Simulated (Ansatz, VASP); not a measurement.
# One calculation of MoW3, two programs

Contents of INCAR:

```
SYSTEM = MoW3
PREC = Accurate
ENCUT = 520
EDIFF = 1E-6
ISMEAR = 0
SIGMA = 0.1
LREAL = .False.
LASPH = .True.
NELM = 100
ALGO = Normal
ISIF = 2
LWAVE = .False.
LCHARG = .False.
GGA = PE
NBANDS = 36
```

KPOINTS

```
Automatic mesh
0
Gamma
  4 4 6
  0 0 0
```

POSCAR

```
MoW3
1.0
    4.6254364800      0.0000000000      0.0000000000
    0.0000000000      4.6254364800      0.0000000000
    0.0000000000      0.0000000000      3.2706775000
Mo W
1 3
Direct
    0.5000000000      0.5000000000      0.5000000000
    0.0000000000      0.5000000000      0.0000000000
    0.0000000000      0.0000000000      0.5000000000
    0.5000000000      0.0000000000      0.0000000000
```

Input for Ansatz:

```yaml
crystal:
  lattice:
    - [4.62543648, 0.0, 0.0]
    - [0.0, 4.62543648, 0.0]
    - [0.0, 0.0, 3.2706775]
  atoms:
    - { symbol: Mo, position: [0.5, 0.5, 0.5] }
    - { symbol: W, position: [0.0, 0.5, 0.0] }
    - { symbol: W, position: [0.0, 0.0, 0.5] }
    - { symbol: W, position: [0.5, 0.0, 0.0] }
basis:
  ecutwfc: 420
kpoints:
  mp_grid: { grid: [4, 4, 6] }
hamiltonian:
  xc: pbe
scf:
  occupations: { method: gaussian, width: 0.1 }
  lower_state_search: "off"
output:
  forces: true
  stress: true
  eigenvalues: true
```

Alike in both runs: task single point; functional PBE; k mesh 4 × 4 × 6; occupations gaussian, width 0.1 eV; no spin polarisation.

|  | VASP | Ansatz |
| --- | --- | --- |
| version | VASP 6.6.1 | Ansatz 0.2.0 |
| potentials or method | VASP PAW PBE potentials, release 64 (Mo_sv, W_sv), cutoff 520 eV | scalar-relativistic, plane waves, PAW |
| valence electrons in the cell | 56 | 56 |

```csv
,VASP,Ansatz,Ansatz less VASP
gap on the k mesh at the Fermi level (eV),none,none,-
pressure (GPa),-20.8,-21.1,-0.23
"traceless stress, the component that is largest in VASP (GPa)",1.02,1.00,-0.021
```

A gap of «none» marks a metal or a gap that the smearing closes.

Neither program's run includes spin-orbit coupling.
